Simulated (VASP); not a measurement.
Set up this calculation in VASP 6.6.1, as the native input.

```yaml
Task: relaxation of cell and atoms
Functional: PBE
Potentials_or_basis: VASP PAW PBE potentials, release 64 (B, N)
Cutoff: 600 eV
k_mesh: 12 × 12 × 6
Occupations: gaussian, width 0.02 eV
Spin: no spin polarisation
Dipole_correction: no
Further_INCAR_settings: ALGO = Normal; EDIFF = 1e-07; IBRION = 2; EDIFFG = -0.002; NSW = 100; ISIF = 3
```

The structure of BN (pbe) lies in POSCAR:

```
BN
1.0
    2.5500000000      0.0000000000      0.0000000000
   -1.2750000000      2.2083647797      0.0000000000
    0.0000000000      0.0000000000      4.2100000000
B N
2 2
Direct
    0.3333333333      0.6666666667      0.0000000000
    0.6666666667      0.3333333333      0.5000000000
    0.3333333333      0.6666666667      0.3740000000
    0.6666666667      0.3333333333      0.8740000000
```

The input as run:

INCAR

```
PREC     = Accurate       # precision mode
ENCUT    = 600            # plane-wave cutoff, eV
EDIFF    = 1E-7           # SCF threshold, eV
ISMEAR   = 0              # smearing method
SIGMA    = 0.02           # smearing width, eV
LREAL    = F              # projectors in reciprocal space
LASPH    = T              # aspherical terms in the spheres
NELM     = 120            # most SCF steps
ALGO     = Normal         # electronic algorithm
ISIF     = 3              # what is computed and relaxed
LWAVE    = F              # write WAVECAR
LCHARG   = F              # write CHGCAR
GGA      = PE             # functional
IBRION   = 2              # ionic algorithm
NSW      = 100            # ionic steps
EDIFFG   = -0.002         # ionic threshold
GGA_COMPAT= F            
NELMIN   = 4
```

KPOINTS

```
Automatic mesh
0
Gamma
  12 12 6
```

Potentials or basis: VASP PAW PBE potentials, release 64 (B, N).

Launch:

```bash
$ cat potpaw_PBE.64/B/POTCAR potpaw_PBE.64/N/POTCAR > POTCAR
$ mpirun -np 1 vasp_std > vasp.out
```

Results of the run:

The relaxed volume is 5.97 Å³/atom, the relaxed cell is a = 2.554 Å, b = 2.554 Å, c = 4.224 Å, α = 90.00°, β = 90.00°, γ = 120.00° and the space group after relaxing (to 0.05 Å) is P6_3mc (No. 186). The energy gained by relaxing is 0.4 meV/atom. The ionic steps are 6 and the pressure after relaxing is 0.0 GPa. The band gap on the k mesh is 5.21 eV, indirect (least direct gap 8.24 eV).

Run time: 38 s on 1 thread of AMD EPYC 9R45 96-Core Processor (Zen 5) (shared host), peak memory 0.12 GiB.
